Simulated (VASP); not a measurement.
# NaCl in VASP: a series of runs, part 2 of 2

VASP 6.6.1.

### 3 Electric field gradients, PBEsol (zz strain of +3 %)

Contents of INCAR:

```
PREC = Accurate
ENCUT = 520
EDIFF = 1E-8
ISMEAR = -1
SIGMA = 0.02
LREAL = F
LASPH = T
NELM = 80
ALGO = Normal
ISIF = 2
LWAVE = F
LCHARG = F
GGA = PS
LEFG = T
NBANDS = 14
```

Contents of KPOINTS:

```
regular mesh
0
Gamma
  8 8 8
```

Contents of POSCAR:

```
NaCl
1.0
    2.8600000000      0.0000000000      0.0000000000
    0.0000000000      2.8600000000      0.0000000000
    0.0000000000      0.0000000000      2.9458000000
Na Cl
1 1
Direct
    0.0000000000      0.0000000000      0.0000000000
    0.5000000000      0.5000000000      0.5000000000
```

Potentials or basis: VASP PAW PBE potentials, release 64 (Na_pv, Cl).

On the command line:

```console
cat potpaw_PBE.64/Na_pv/POTCAR potpaw_PBE.64/Cl/POTCAR > POTCAR
mpirun -np 1 vasp_std > vasp.out
```

OUTCAR:

```text
PREC = Accurate
   ENCUT = 520
   EDIFF = 1E-8
   ISMEAR = -1
   LREAL = F
   LASPH = T
   NELM = 80
   ISIF = 2
   GGA = PS

 ion  position               nearest neighbor table
   1  0.000  0.000  0.000-   2 2.50   2 2.50   2 2.50   2 2.50   2 2.50   2 2.50   2 2.50   2 2.50

   2  0.500  0.500  0.500-   1 2.50   1 2.50   1 2.50   1 2.50   1 2.50   1 2.50   1 2.50   1 2.50

  LATTYP: Found a simple tetragonal cell.
 ALAT       =     2.8600000000
 C/A-ratio  =     1.0300000000

  Lattice vectors:

 A1 = (   2.8600000000,   0.0000000000,   0.0000000000)
 A2 = (   0.0000000000,   2.8600000000,   0.0000000000)
 A3 = (   0.0000000000,   0.0000000000,   2.9458000000)

Analysis of symmetry for initial positions (statically):
=====================================================================
 Subroutine PRICEL returns:
 Original cell was already a primitive cell.

 Routine SETGRP: Setting up the symmetry group for a
[... 598 lines left out ...]
  volume of cell :       24.10
      direct lattice vectors                 reciprocal lattice vectors
     2.860000000  0.000000000  0.000000000     0.349650350  0.000000000  0.000000000
     0.000000000  2.860000000  0.000000000     0.000000000  0.349650350  0.000000000
     0.000000000  0.000000000  2.945800000     0.000000000  0.000000000  0.339466359

 POSITION                                       TOTAL-FORCE (eV/Angst)
 -----------------------------------------------------------------------------------
      0.00000      0.00000      0.00000         0.000000      0.000000      0.000000
      1.43000      1.43000      1.47290         0.000000      0.000000      0.000000
 -----------------------------------------------------------------------------------
    total drift:                               -0.000000     -0.000000     -0.000000

  FREE ENERGIE OF THE ION-ELECTRON SYSTEM (eV)
  ---------------------------------------------------
  free  energy   TOTEN  =        -5.0176497289 eV

  energy  without entropy=       -5.0176497289  energy(sigma->0) =       -5.01764973

 Electric field gradients (V/A^2)
---------------------------------------------------------------------
 ion       V_xx      V_yy      V_zz      V_xy      V_xz      V_yz
---------------------------------------------------------------------
   1       0.922     0.922    -1.844     0.000     0.000    -0.000
   2      -8.042    -8.042    16.084    -0.000     0.000     0.000
---------------------------------------------------------------------

 Electric field gradients after diagonalization (V/A^2)
 (convention: |V_zz| > |V_xx| > |V_yy|)
----------------------------------------------------------------------
 ion       V_xx      V_yy      V_zz     asymmetry (V_yy - V_xx)/ V_zz
----------------------------------------------------------------------
   1       0.922     0.922    -1.844       0.000
   2      -8.042    -8.042    16.084       0.000
----------------------------------------------------------------------

           NMR quadrupolar parameters

 Cq : quadrupolar parameter    Cq=e*Q*V_zz/h
 eta: asymmetry parameters     (V_yy - V_xx)/ V_zz
 Q  : nuclear electric quadrupole moment in mb (millibarn)
----------------------------------------------------------------------
 ion       Cq(MHz)       eta       Q (mb)
----------------------------------------------------------------------
   1      -0.004       0.000       1.000
   2       0.039       0.000       1.000
----------------------------------------------------------------------
```

OSZICAR:

```text
N       E                     dE             d eps       ncg     rms          rms(c)
DAV:   1     0.104625049186E+03    0.10463E+03   -0.73429E+03  2120   0.121E+03
DAV:   2     0.528828256052E+00   -0.10410E+03   -0.96000E+02  2364   0.321E+02
DAV:   3    -0.522217385764E+01   -0.57510E+01   -0.57219E+01  2718   0.671E+01
DAV:   4    -0.528615996582E+01   -0.63986E-01   -0.63969E-01  2436   0.724E+00
DAV:   5    -0.528711406573E+01   -0.95410E-03   -0.95407E-03  2778   0.912E-01    0.562E+00
DAV:   6    -0.506428226266E+01    0.22283E+00   -0.19671E-01  3006   0.630E+00    0.365E+00
DAV:   7    -0.501971121602E+01    0.44571E-01   -0.10641E-01  3116   0.374E+00    0.159E+00
DAV:   8    -0.501776956123E+01    0.19417E-02   -0.85224E-03  2400   0.108E+00    0.260E-01
DAV:   9    -0.501764556153E+01    0.12400E-03   -0.26891E-04  2860   0.284E-01    0.551E-02
DAV:  10    -0.501764936385E+01   -0.38023E-05   -0.25514E-05  2698   0.992E-02    0.812E-03
DAV:  11    -0.501764961059E+01   -0.24673E-06   -0.40793E-06  2628   0.254E-02    0.583E-03
DAV:  12    -0.501764972287E+01   -0.11229E-06   -0.21916E-07  2508   0.430E-03    0.775E-04
DAV:  13    -0.501764975184E+01   -0.28971E-07   -0.18674E-08  2544   0.931E-04    0.864E-04
DAV:  14    -0.501764973008E+01    0.21764E-07   -0.13950E-09  1638   0.294E-04    0.704E-05
DAV:  15    -0.501764972890E+01    0.11828E-08   -0.14070E-10  1494   0.109E-04
   1 F= -.50176497E+01 E0= -.50176497E+01  d E =-.436402E-11
```

stdout:

```text
POSCAR found type information on POSCAR NaCl
 POSCAR found :  2 types and       2 ions
 scaLAPACK will be used
 -----------------------------------------------------------------------------
|                                                                             |
|                                                                             |
|     You enforced a specific xc type in the INCAR file but a different       |
|     I HOPE YOU KNOW WHAT YOU ARE DOING!                                     |
|                                                                             |
 -----------------------------------------------------------------------------

 LDA part: xc-table for (Slater+PW92), standard interpolation
 POSCAR, INCAR and KPOINTS ok, starting setup
 FFT: planning ... GRIDC
 FFT: planning ... GRID_SOFT
 FFT: planning ... GRID
 WAVECAR not read
 entering main loop
ion   1

ion   2
```

Wall time 28 s (1 thread of Intel Xeon 8259CL, shared host); peak memory 0.14 GiB.

Results:

```
Free energy                             : -5.0176 eV
Pressure                                : 53.2 GPa
Band gap on the k mesh                  : 4.18 eV
Largest electric field gradient by atom : Na -1.8; Cl +16.1 V/Å²
```

Stress tensor (GPa, compression positive):
```
55.50  0.00  0.00
 0.00 55.50  0.00
 0.00  0.00 48.60
```

Electric field gradients, principal values (V/Å²):
```tsv
atom	least	middle	greatest (by size)
1 Na	0.922	0.922	-1.844
2 Cl	-8.042	-8.042	16.084
```

Caveat: the cell differs from its parent crystal (zz strain of +3 %); the cell stands under pressure; without QUAD_EFG the Cq values of the log hold for a quadrupole moment of 1 mb, not for the nuclei; the PAW data sets were made with another functional, which shifts forces and pressure a little. A k mesh can miss the band edges.

### 4 Electric field gradients, PBEsol (equal xy, yz and zx shear strains of -1 %)

Contents of INCAR:

```
SYSTEM = NaCl
PREC     = Accurate       ! precision mode
ENCUT    = 520            ! plane-wave cutoff, eV
EDIFF    = 1E-8           ! SCF threshold, eV
ISMEAR   = -1             ! smearing method
SIGMA    = 0.02           ! smearing width, eV
LREAL    = .False.        ! projectors in reciprocal space
LASPH    = .True.         ! aspherical terms in the spheres
NELM     = 60             ! most SCF steps
ALGO     = Normal         ! electronic algorithm
ISIF     = 2              ! what is computed and relaxed
LWAVE    = .False.        ! write WAVECAR
LCHARG   = .False.        ! write CHGCAR
GGA      = PS             ! functional
LEFG     = .True.       
NBANDS   = 14             ! bands
```

Contents of KPOINTS:

```
Automatic mesh
0
Gamma
  8 8 8
  0 0 0
```

Contents of POSCAR:

```
NaCl
1.0
    2.8600000000     -0.0143000000     -0.0143000000
   -0.0143000000      2.8600000000     -0.0143000000
   -0.0143000000     -0.0143000000      2.8600000000
Na Cl
1 1
Direct
    0.0000000000      0.0000000000      0.0000000000
    0.5000000000      0.5000000000      0.5000000000
```

Potentials or basis: VASP PAW PBE potentials, release 64 (Na_pv, Cl).

On the command line:

```console
cat potpaw_PBE.64/Na_pv/POTCAR potpaw_PBE.64/Cl/POTCAR > POTCAR
mpirun -np 1 vasp_std > vasp.out
```

OUTCAR:

```text
SYSTEM = NaCl
   PREC = Accurate
   ENCUT = 520
   EDIFF = 1E-8
   ISMEAR = -1
   LREAL = .False.
   LASPH = .True.
   NELM = 60
   ISIF = 2
   GGA = PS

 ion  position               nearest neighbor table
   1  0.000  0.000  0.000-   2 2.45   2 2.45   2 2.49   2 2.49   2 2.49   2 2.49   2 2.49   2 2.49

   2  0.500  0.500  0.500-   1 2.45   1 2.45   1 2.49   1 2.49   1 2.49   1 2.49   1 2.49   1 2.49

  LATTYP: Found a trigonal (rhomboedric) cell.
 ALAT       =     2.8600714991
 COS(alpha) =    -0.0099745013

  Lattice vectors:

 A1 = (   2.8600000000,  -0.0143000000,  -0.0143000000)
 A2 = (  -0.0143000000,   2.8600000000,  -0.0143000000)
 A3 = (  -0.0143000000,  -0.0143000000,   2.8600000000)

Analysis of symmetry for initial positions (statically):
=====================================================================
 Subroutine PRICEL returns:
 Original cell was already a primitive cell.
[... 599 lines left out ...]
  energy-cutoff  :      520.00
  volume of cell :       23.39
      direct lattice vectors                 reciprocal lattice vectors
     2.860000000 -0.014300000 -0.014300000     0.349667921  0.001757125  0.001757125
    -0.014300000  2.860000000 -0.014300000     0.001757125  0.349667921  0.001757125
    -0.014300000 -0.014300000  2.860000000     0.001757125  0.001757125  0.349667921

 POSITION                                       TOTAL-FORCE (eV/Angst)
 -----------------------------------------------------------------------------------
      0.00000      0.00000      0.00000         0.000000     -0.000000      0.000000
      1.41570      1.41570      1.41570        -0.000000      0.000000      0.000000
 -----------------------------------------------------------------------------------
    total drift:                                0.000000     -0.000000     -0.000000

  FREE ENERGIE OF THE ION-ELECTRON SYSTEM (eV)
  ---------------------------------------------------
  free  energy   TOTEN  =        -4.7776504037 eV

  energy  without entropy=       -4.7776504037  energy(sigma->0) =       -4.77765040

 Electric field gradients (V/A^2)
---------------------------------------------------------------------
 ion       V_xx      V_yy      V_zz      V_xy      V_xz      V_yz
---------------------------------------------------------------------
   1      -0.000    -0.000     0.000    -1.095    -1.095    -1.095
   2       0.000     0.000     0.000    -0.470    -0.470    -0.470
---------------------------------------------------------------------

 Electric field gradients after diagonalization (V/A^2)
 (convention: |V_zz| > |V_xx| > |V_yy|)
----------------------------------------------------------------------
 ion       V_xx      V_yy      V_zz     asymmetry (V_yy - V_xx)/ V_zz
----------------------------------------------------------------------
   1       1.095     1.095    -2.189       0.000
   2       0.470     0.470    -0.939       0.000
----------------------------------------------------------------------

           NMR quadrupolar parameters

 Cq : quadrupolar parameter    Cq=e*Q*V_zz/h
 eta: asymmetry parameters     (V_yy - V_xx)/ V_zz
 Q  : nuclear electric quadrupole moment in mb (millibarn)
----------------------------------------------------------------------
 ion       Cq(MHz)       eta       Q (mb)
----------------------------------------------------------------------
   1      -0.005       0.000       1.000
   2      -0.002       0.000       1.000
----------------------------------------------------------------------
```

stdout:

```text
POSCAR found type information on POSCAR NaCl
 POSCAR found :  2 types and       2 ions
 scaLAPACK will be used
 -----------------------------------------------------------------------------
|                                                                             |
|                                                                             |
|     You enforced a specific xc type in the INCAR file but a different       |
|     I HOPE YOU KNOW WHAT YOU ARE DOING!                                     |
|                                                                             |
 -----------------------------------------------------------------------------

 LDA part: xc-table for (Slater+PW92), standard interpolation
 POSCAR, INCAR and KPOINTS ok, starting setup
 FFT: planning ... GRIDC
 FFT: planning ... GRID_SOFT
 FFT: planning ... GRID
 WAVECAR not read
 entering main loop
ion   1

ion   2
```

It took 24 s on 1 thread of Intel Xeon 8259CL, shared host; peak memory 0.14 GiB.

Results:

```
Free energy                             : -4.7777 eV
Pressure                                : 60.1 GPa
Band gap on the k mesh                  : 4.20 eV
Largest electric field gradient by atom : Na -2.2; Cl -0.9 V/Å²
```

Electric field gradients, principal values (V/Å²):
| atom | least | middle | greatest (by size) |
| --- | --- | --- | --- |
| 1 Na | 1.095 | 1.095 | -2.189 |
| 2 Cl | 0.470 | 0.470 | -0.939 |

Caveat: the cell differs from its parent crystal (equal xy, yz and zx shear strains of -1 %); the cell stands under pressure; without QUAD_EFG the Cq values of the log hold for a quadrupole moment of 1 mb, not for the nuclei; the PAW data sets were made with another functional, which shifts forces and pressure a little. A k mesh can miss the band edges.

### 5 The runs side by side

| cell | gap on the mesh (eV) | pressure (GPa) |
| --- | --- | --- |
| a = 2.889, b = 2.889, c = 2.860 Å, 2 atoms | 4.19 | 55.3 |
| a = 2.860, b = 2.860, c = 2.946 Å, 2 atoms | 4.18 | 53.2 |
| a = 2.860 Å, angles 90.6°, 2 atoms | 4.20 | 60.1 |

Alike in all rows: task electric field gradients; level PBEsol; potentials or basis VASP PAW PBE potentials, release 64 (Na_pv, Cl); no spin polarisation; k mesh 8 × 8 × 8; cutoff (eV) 520; smearing fermi-dirac 0.02 eV.

Caveats: the cell stands under pressure; the PAW data sets were made with another functional, which shifts forces and pressure a little.

Total energies depend on the potentials used, so only differences within one code and one set of settings carry meaning.
